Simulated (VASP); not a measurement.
# MgO (P6_3mc) in VASP: further runs

Runs on MgO. Level: PBEsol. Tasks: single point.

Everything below comes from runs of VASP 6.6.1. Logs are shortened: lines on timing, memory, paths and dates and some standing lists are left out, and cuts for length are marked.

## 1. The cell of the first run

The structure is hexagonal, space group P6_3mc (No. 186). The conventional cell has a = 3.220 Å, b = 3.220 Å, c = 5.284 Å, α = 90.00°, β = 90.00°, γ = 120.00°. Mg (site symmetry 3m) has 4 O at 1.91 to 2.22 Å within 2.5 Å. O (site symmetry 3m) has 4 Mg at 1.91 to 2.22 Å within 2.5 Å.

## 2. Single point, PBEsol (c/a of the conventional cell at fixed volume 1.6410)

Contents of INCAR:

```
SYSTEM = MgO
ALGO = Normal ; EDIFF = 1E-6
ENCUT = 520 ; GGA = PS
ISIF = 2 ; ISMEAR = 0
LASPH = .TRUE. ; LCHARG = .FALSE.
LREAL = .FALSE. ; LWAVE = .FALSE.
NBANDS = 16 ; NELM = 60
PREC = Accurate ; SIGMA = 0.05
```

Contents of KPOINTS:

```
k-points
0
G
  9 9 6
  0 0 0
```

Contents of POSCAR:

```
MgO
1.0
    3.2197892641      0.0000000000      0.0000000000
   -1.6098946321      2.7884192976      0.0000000000
    0.0000000000      0.0000000000      5.2836741825
Mg O
2 2
Direct
    0.3333333333      0.6666666667     -0.0199501180
    0.6666666667      0.3333333333      0.4800498820
    0.3333333333      0.6666666667      0.4009416620
    0.6666666667      0.3333333333      0.9009416620
```

Potentials or basis: VASP PAW PBE potentials, release 64 (Mg, O).

Launch:

```bash
$ cat potpaw_PBE.64/Mg/POTCAR potpaw_PBE.64/O/POTCAR > POTCAR
$ mpirun -np 1 vasp_std > vasp.out
```

OUTCAR:

```text
SYSTEM = MgO
   EDIFF = 1E-6
   ENCUT = 520
   GGA = PS
   ISIF = 2
   ISMEAR = 0
   LASPH = .TRUE.
   LREAL = .FALSE.
   NELM = 60
   PREC = Accurate

 ion  position               nearest neighbor table
   1  0.333  0.667  0.980-   4 1.91   4 1.91   4 1.91   3 2.22   2 3.23   2 3.23   2 3.23   2 3.23
                             2 3.23   2 3.23
   2  0.667  0.333  0.480-   3 1.91   3 1.91   3 1.91   4 2.22   1 3.23   1 3.23   1 3.23   1 3.23
                             1 3.23   1 3.23
   3  0.333  0.667  0.401-   2 1.91   2 1.91   2 1.91   1 2.22
   4  0.667  0.333  0.901-   1 1.91   1 1.91   1 1.91   2 2.22

  LATTYP: Found a hexagonal cell.
 ALAT       =     3.2197892641
 C/A-ratio  =     1.6410000000

  Lattice vectors:

 A1 = (   3.2197892641,   0.0000000000,   0.0000000000)
 A2 = (  -1.6098946321,   2.7884192976,   0.0000000000)
 A3 = (   0.0000000000,   0.0000000000,   5.2836741825)

Analysis of symmetry for initial positions (statically):
=====================================================================
 Subroutine PRICEL returns:
 Original cell was already a primitive cell.

 Routine SETGRP: Setting up the symmetry group for a
 hexagonal supercell.

 Subroutine GETGRP returns: Found 12 space group operations
 (whereof  6 operations were pure point group operations)
 out of a pool of 24 trial point group operations.

The static configuration has the point symmetry C_3v.
 The point group associated with its full space group is C_6v.

Analysis of symmetry for dynamics (positions and initial velocities):
=====================================================================
 Subroutine PRICEL returns:
 Original cell was already a primitive cell.

 Routine SETGRP: Setting up the symmetry group for a
 hexagonal supercell.

 Subroutine GETGRP returns: Found 12 space group operations
 (whereof  6 operations were pure point group operations)
 out of a pool of 24 trial point group operations.

The dynamic configuration has the point symmetry C_3v.
 The point group associated with its full space group is C_6v.

 Subroutine INISYM returns: Found 12 space group operations
 (whereof  6 operations are pure point group operations),
 and found     1 'primitive' translations

----------------------------------------------------------------------------------------

                                     Primitive cell

  volume of cell :      47.4375

  direct lattice vectors                    reciprocal lattice vectors
     3.219789264  0.000000000  0.000000000     0.310579332  0.179313061  0.000000000
    -1.609894632  2.788419298  0.000000000     0.000000000  0.358626122  0.000000000
     0.000000000  0.000000000  5.283674183     0.000000000  0.000000000  0.189262238

  length of vectors
     3.219789264  3.219789264  5.283674183     0.358626122  0.358626122  0.189262238

  position of ions in fractional coordinates (direct lattice)
     0.333333333  0.666666667  0.980049882
     0.666666667  0.333333333  0.480049882
     0.333333333  0.666666667  0.400941662
     0.666666667  0.333333333  0.900941662

  ion indices of the primitive-cell ions
   primitive index   ion index
                 1           1
                 2           2
                 3           3
                 4           4

----------------------------------------------------------------------------------------

 KPOINTS: k-points

Automatic generation of k-mesh.
 Grid dimensions read from file:
 generate k-points for:    9    9    6

 Generating k-lattice:

  Cartesian coordinates                     Fractional coordinates (reciprocal lattice)
     0.034508815  0.019923673  0.000000000     0.111111111  0.000000000  0.000000000
     0.000000000  0.039847347  0.000000000     0.000000000  0.111111111  0.000000000
     0.000000000  0.000000000  0.031543706     0.000000000  0.000000000  0.166666667

  Length of vectors
     0.039847347  0.039847347  0.031543706

  Shift w.r.t. Gamma in fractional coordinates (k-lattice)
     0.000000000  0.000000000  0.000000000

 Subroutine IBZKPT returns following result:
 ===========================================

 Found     48 irreducible k-points:

 Following reciprocal coordinates:
            Coordinates               Weight
  0.000000  0.000000  0.000000      1.000000
  0.111111  0.000000  0.000000      6.000000
  0.222222  0.000000  0.000000      6.000000
  0.333333  0.000000  0.000000      6.000000
  0.444444  0.000000  0.000000      6.000000
  0.111111  0.111111  0.000000      6.000000
[... 16 lines left out ...]
  0.333333  0.222222  0.166667     24.000000
  0.333333  0.333333  0.166667      4.000000
 [... further k-points ...]
   k-points           NKPTS =     48   k-points in BZ     NKDIM =     48   number of bands    NBANDS=     16
   number of dos      NEDOS =    301   number of ions     NIONS =      4
   total plane-waves  NPLWV =  23040
   dimension x,y,z NGX =    24 NGY =   24 NGZ =   40
   dimension x,y,z NGXF=    48 NGYF=   48 NGZF=   80
   ions per type =               2   2
   NGX,Y,Z   is equivalent  to a cutoff of  12.39, 12.39, 12.59 a.u.
   NGXF,Y,Z  is equivalent  to a cutoff of  24.78, 24.78, 25.17 a.u.
 SYSTEM =  MgO
   PREC   = accura    normal or accurate (medium, high low for compatibility)
   ISTART =      0    job   : 0-new  1-cont  2-samecut
   ICHARG =      2    charge: 1-file 2-atom 10-const
   ISPIN  =      1    spin polarized calculation?
   LNONCOLLINEAR =      F non collinear calculations
   LSORBIT =      F    spin-orbit coupling
   LASPH  =      T    aspherical Exc in radial PAW
   ENCUT  =  520.0 eV  38.22 Ry    6.18 a.u.   5.99  5.99  9.82*2*pi/ulx,y,z
   NELM   =     60;   NELMIN=  2; NELMDL= -5     # of ELM steps
   EDIFF  = 0.1E-05   stopping-criterion for ELM
   LREAL  =      F    real-space projection
   EDIFFG = 0.1E-04   stopping-criterion for IOM
   NSW    =      0    number of steps for IOM
   IBRION =     -1    ionic relax: 0-MD 1-quasi-New 2-CG
   NFREE  =      0    steps in history (QN), initial steepest desc. (CG)
   ISIF   =      2    stress and relaxation
   ISYM   =      2    0-nonsym 1-usesym 2-fastsym
   POTIM  = 0.5000    time-step for ionic-motion
   TEBEG  =    0.0;   TEEND  =   0.0 temperature during run
   PSTRESS=    0.0 pullay stress
   NELECT =      16.0000    total number of electrons
   NUPDOWN=      -1.0000    fix difference up-down
   EMIN   =  10.00;   EMAX   =-10.00  energy-range for DOS
   EFERMI =   0.00;   METHOD = LEGACY
   ISMEAR =     0;   SIGMA  =   0.05  broadening in eV -4-tet -1-fermi 0-gaus
   EFERMI_NEDOS =   21; number of points for ismear=-14 and -15
   IALGO  =     38    algorithm
   IMIX   =      4    mixing-type and parameters
     AMIX     =   0.40;   BMIX     =  1.00
     AMIX_MAG =   1.60;   BMIX_MAG =  1.00
  volume/ion in A,a.u.               =      11.86        80.03
  Fermi-wavevector in a.u.,A,eV,Ry     =   1.139570  2.153475 17.668792  1.298620
  Thomas-Fermi vector in A             =   2.276273
   LORBIT       =      0    0 simple, 1 ext, 2 COOP (PROOUT), +10 PAW based schemes
   GGA     = PS    functional components
   LHFCALC =     F    Hartree Fock is set to
   AEXX    =    0.0000 exact exchange contribution
   IVDW    =     0    specifies the selected vdW correction
   LEPSILON=     F    determine dielectric tensor
   LRPA    =     F    only Hartree local field effects (RPA)
 non-spin polarized calculation
 Gauss-broadening in eV      SIGMA  =   0.05
  energy-cutoff  :      520.00
  volume of cell :       47.44
 maximum number of plane-waves:      1302
 NGX is ok and might be reduce to    24
   NGX = 11   NGY = 11   NGZ = 19

 number of electron      16.0000002 magnetization

 Free energy of the ion-electron system (eV)
  ---------------------------------------------------
  ext. energy  EPLUGINS =         0.00000000
  ---------------------------------------------------
  free energy    TOTEN  =       -24.24293952 eV

  energy without entropy =      -24.24293952  energy(sigma->0) =      -24.24293952

 E-fermi :   1.2231     XC(G=0):  -9.9446

 val. band max:        0.9752434237   @ k =   0.0000   0.0000   0.0000
 cond. band min:       4.2713626824   @ k =   0.0000   0.0000   0.0000
 fundamental gap:      3.2961192587
 Fermi energy:         1.2231258284

 k-point     1 :       0.0000    0.0000    0.0000
  band No.  band energies     occupation
      1     -15.2102      2.00000
      2     -14.5371      2.00000
      3      -2.4099      2.00000
      4       0.2606      2.00000
      5       0.2606      2.00000
      6       0.4990      2.00000
[... 8 lines left out ...]
     15      17.7867      0.00000
     16      17.7867      0.00000

 k-point     2 :       0.1111    0.0000    0.0000
  band No.  band energies     occupation
      1     -15.1420      2.00000
      2     -14.5031      2.00000
      3      -2.2767      2.00000
      4      -0.0761      2.00000
      5       0.1161      2.00000
      6       0.1889      2.00000
[... 8 lines left out ...]
     15      16.9693      0.00000
     16      17.6895      0.00000

 k-point     3 :       0.2222    0.0000    0.0000
  band No.  band energies     occupation
      1     -14.9604      2.00000
      2     -14.4208      2.00000
      3      -1.8994      2.00000
      4      -0.9284      2.00000
      5      -0.4861      2.00000
      6       0.0368      2.00000
[... 8 lines left out ...]
     15      16.1133      0.00000
     16      16.7678      0.00000

 k-point     4 :       0.3333    0.0000    0.0000
  band No.  band energies     occupation
      1     -14.7288      2.00000
      2     -14.3413      2.00000
      3      -1.7119      2.00000
      4      -1.3545      2.00000
      5      -1.0433      2.00000
      6      -0.1121      2.00000
[... 8 lines left out ...]
     15      15.4775      0.00000
     16      17.0059      0.00000
[... 324 lines left out ...]
 k-point    22 :       0.2222    0.2222    0.1667
  band No.  band energies     occupation
      1     -14.5969      2.00000
      2     -14.3345      2.00000
      3      -1.7201      2.00000
      4      -1.4960      2.00000
      5      -0.6297      2.00000
      6      -0.4415      2.00000
[... 8 lines left out ...]
     15      14.2218      0.00000
     16      17.7768      0.00000

 k-point    23 :       0.3333    0.2222    0.1667
  band No.  band energies     occupation
      1     -14.4485      2.00000
      2     -14.3205      2.00000
      3      -1.8966      2.00000
      4      -1.3703      2.00000
      5      -0.8569      2.00000
      6      -0.3642      2.00000
[... 8 lines left out ...]
     15      14.0700      0.00000
     16      17.7713      0.00000

 k-point    24 :       0.3333    0.3333    0.1667
  band No.  band energies     occupation
      1     -14.3567      2.00000
      2     -14.3567      2.00000
      3      -1.7200      2.00000
      4      -1.1854      2.00000
      5      -1.1854      2.00000
      6      -0.6673      2.00000
[... 8 lines left out ...]
     15      14.0197      0.00000
     16      18.8750      0.00000

 [... further k-points ...]
[... 5 lines left out ...]
  --------------------------------------------------------------------------------------
  -------------------------------------------------------------------------------------
  Total        3.2300509      3.2300509     -3.0344563     -0.0000000      0.0000000      0.0000000
  in kB      109.0933777    109.0933777   -102.4872660     -0.0000000      0.0000000      0.0000000
  external PRESSURE =      38.5664964 kB  Pullay stress =       0.0000000 kB

 VOLUME and BASIS-vectors are now :
 -----------------------------------------------------------------------------
  energy-cutoff  :      520.00
  volume of cell :       47.44
      direct lattice vectors                 reciprocal lattice vectors
     3.219789264  0.000000000  0.000000000     0.310579332  0.179313061  0.000000000
    -1.609894632  2.788419298  0.000000000     0.000000000  0.358626122  0.000000000
     0.000000000  0.000000000  5.283674183     0.000000000  0.000000000  0.189262238

 POSITION                                       TOTAL-FORCE (eV/Angst)
 -----------------------------------------------------------------------------------
     -0.00000      1.85895      5.17826        -0.000000      0.000000      0.907434
      1.60989      0.92947      2.53643         0.000000     -0.000000      0.907434
     -0.00000      1.85895      2.11845         0.000000      0.000000     -0.907434
      1.60989      0.92947      4.76028        -0.000000     -0.000000     -0.907434
 -----------------------------------------------------------------------------------
    total drift:                               -0.000000      0.000000      0.001410

  FREE ENERGIE OF THE ION-ELECTRON SYSTEM (eV)
  ---------------------------------------------------
  free  energy   TOTEN  =       -24.2429395192 eV

  energy  without entropy=      -24.2429395192  energy(sigma->0) =      -24.24293952
```

Wall time 14 s (1 thread of Intel Xeon 6975P-C (Granite Rapids), shared host); peak memory 0.17 GiB.

Results:

```
Free energy            : -24.2429 eV
Pressure               : 3.9 GPa
Largest force          : 0.907 eV/Å
Band gap on the k mesh : 3.30 eV, direct
```

Forces in eV/Å, atoms in the order of the input:
```
Mg   0.000  0.000  0.907
Mg   0.000  0.000  0.907
O    0.000  0.000 -0.907
O    0.000  0.000 -0.907
```

Levels at points of the mesh, in eV from the valence-band top:
```csv
k point,band 5,band 6,band 7,band 8,band 9,band 10,band 11,band 12
"(0.00, 0.00, 0.00)",-0.71,-0.48,-0.48,0.00,3.30,8.69,9.67,14.82
"(0.00, 0.00, 0.50)",-0.60,-0.60,-0.60,-0.60,5.87,5.87,12.52,12.52
```

Caveat: the PAW data sets were made with another functional, which shifts forces and pressure a little. A k mesh can miss the band edges.

## 3. Single point, PBEsol (c/a of the conventional cell at fixed volume 1.6410)

Contents of INCAR:

```
  ALGO = Normal
  EDIFF = 1E-6
  ENCUT = 520
  GGA = PS
  ISIF = 2
  ISMEAR = 0
  LASPH = True
  LCHARG = True
  LELF = True
  LREAL = False
  LVHAR = True
  LWAVE = False
  NBANDS = 16
  NELM = 100
  PREC = Accurate
  SIGMA = 0.05
```

Contents of KPOINTS:

```
k-points
0
Gamma
  9 9 6
```

POSCAR, as its differences from that of step 2:

```diff
@@ -8,4 +8,4 @@
 Direct
-    0.3333333333      0.6666666667     -0.0199501180
-    0.6666666667      0.3333333333      0.4800498820
+    0.3333333333      0.6666666667      0.0036583380
+    0.6666666667      0.3333333333      0.5036583380
     0.3333333333      0.6666666667      0.4009416620
```

Potentials or basis: VASP PAW PBE potentials, release 64 (Mg, O).

Launch:

```bash
$ cat potpaw_PBE.64/Mg/POTCAR potpaw_PBE.64/O/POTCAR > POTCAR
$ mpirun -np 1 vasp_std > vasp.out
```

It took 16 s on 1 thread of Intel Xeon 6975P-C (Granite Rapids), shared host; peak memory 0.17 GiB.

Results (log left out):

| Property | Result |
| --- | --- |
| Free energy | -24.4413 eV |
| Pressure | 1.6 GPa |
| Largest force | 0.617 eV/Å |
| Band gap on the k mesh | 3.48 eV, direct |

Forces on the atoms (eV/Å):
```
Mg   0.000  0.000  0.617
Mg   0.000  0.000  0.617
O    0.000  0.000 -0.617
O    0.000  0.000 -0.617
```

Stress tensor (GPa, compression positive):
```
 6.31  0.00  0.00
 0.00  6.31  0.00
 0.00  0.00 -7.90
```

Levels at points of the mesh, in eV from the valence-band top:
```tsv
k point	band 6	band 7	band 8	band 9	band 10	band 11
(0.00, 0.00, 0.00)	-0.22	-0.22	0.00	3.48	8.68	9.83
(0.00, 0.00, 0.50)	-0.33	-0.33	-0.33	5.96	5.96	12.68
```

Caveat: the PAW data sets were made with another functional, which shifts forces and pressure a little. A k mesh can miss the band edges.

## 4. Single point, PBEsol (c/a of the conventional cell at fixed volume 1.3979)

Contents of INCAR:

```
ALGO = Normal ; EDIFF = 1E-7
ENCUT = 520 ; GGA = PS
ISIF = 2 ; ISMEAR = 0
LASPH = T ; LCHARG = T
LELF = T ; LREAL = F
LVHAR = T ; LWAVE = F
NBANDS = 16 ; NELM = 100
PREC = Accurate ; SIGMA = 0.05
```

KPOINTS is that of step 3.

Contents of POSCAR:

```
MgO
1.0
    3.3965520429      0.0000000000      0.0000000000
   -1.6982760214      2.9415003544      0.0000000000
    0.0000000000      0.0000000000      4.7480401007
Mg O
2 2
Direct
    0.3333333333      0.6666666667     -0.0435585739
    0.6666666667      0.3333333333      0.4564414261
    0.3333333333      0.6666666667      0.4009416620
    0.6666666667      0.3333333333      0.9009416620
```

Launch:

```bash
$ cat potpaw_PBE.64/Mg/POTCAR potpaw_PBE.64/O/POTCAR > POTCAR
$ mpirun -np 1 vasp_std > vasp.out
```

Run time: 27 s. Hardware: 1 thread of Intel Xeon 6975P-C (Granite Rapids), shared host; peak memory 0.18 GiB.

Results (log left out):

- Free energy: -24.5274 eV
- Pressure: -3.6 GPa
- Largest force: 0.198 eV/Å
- Band gap on the k mesh: 2.95 eV, direct

Forces in eV/Å, atoms in the order of the input:
```
Mg   0.000  0.000  0.198
Mg   0.000  0.000  0.198
O    0.000  0.000 -0.198
O    0.000  0.000 -0.198
```

Stress tensor (GPa, compression positive):
```
-1.37  0.00  0.00
 0.00 -1.37  0.00
 0.00  0.00 -7.93
```

Levels at points of the mesh, in eV from the valence-band top:
| k point | band 6 | band 7 | band 8 | band 9 | band 10 | band 11 |
| --- | --- | --- | --- | --- | --- | --- |
| (0.00, 0.00, 0.00) | -0.84 | -0.84 | 0.00 | 2.95 | 8.33 | 10.32 |
| (0.00, 0.00, 0.50) | -1.10 | -1.10 | -1.10 | 5.72 | 5.72 | 13.19 |

Caveat: the PAW data sets were made with another functional, which shifts forces and pressure a little.

(Part 1 of 2 ends here.)
